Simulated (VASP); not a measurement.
Set up this calculation in VASP 6.6.1, as the native input.

| Item | Value |
| --- | --- |
| Task | single point |
| Functional | PBE |
| Potentials or basis | VASP PAW PBE potentials, release 64 (Li_sv, Os) |
| Cutoff | 520 eV |
| k mesh | 12 × 12 × 6 |
| Occupations | gaussian, width 0.1 eV |
| Spin | no spin polarisation |
| Dipole correction | no |
| Further INCAR settings | ALGO = Fast; EDIFF = 1e-07; NBANDS = 28 |

The structure of LiOs2 lies in POSCAR:

```
LiOs2
1.0
    4.2063638068      0.0000000000      0.0000000000
   -2.1031819034      3.6428179142      0.0000000000
    0.0000000000      0.0000000000      5.9050519777
Li Os
2 4
Direct
    0.0000000000      0.0000000000      0.7500000000
    0.0000000000      0.0000000000      0.2500000000
    0.3333333333      0.6666666667      0.0452452016
    0.3333333333      0.6666666667      0.4547547984
    0.6666666667      0.3333333333      0.9547547984
    0.6666666667      0.3333333333      0.5452452016
```

These files were run (other wordings do the same):

INCAR

```
PREC = Accurate
ENCUT = 520
EDIFF = 1E-7
ISMEAR = 0
SIGMA = 0.1
LREAL = False
LASPH = True
NELM = 100
ALGO = Fast
ISIF = 2
LWAVE = False
LCHARG = True
GGA = PE
LELF = True
LVHAR = True
NBANDS = 28
```

KPOINTS

```
regular mesh
0
Gamma
  12 12 6
```

Potentials or basis: VASP PAW PBE potentials, release 64 (Li_sv, Os).

The run is started by

```console
$ cat potpaw_PBE.64/Li_sv/POTCAR potpaw_PBE.64/Os/POTCAR > POTCAR
$ mpirun -np 1 vasp_std > vasp.out
```

It gave:

| Quantity | Value |
| --- | --- |
| Largest force | 0.063 eV/Å |
| Band gap on the k mesh | zero (band 19 reaches 6.22 eV, above the bottom of band 20 at 4.27 eV) |

Caveat: spin-orbit coupling is left out, which moves the levels of the heavy elements.

It took 11 min on 1 thread of Intel Xeon 8259CL, with other jobs on the host, peak memory 0.32 GiB.
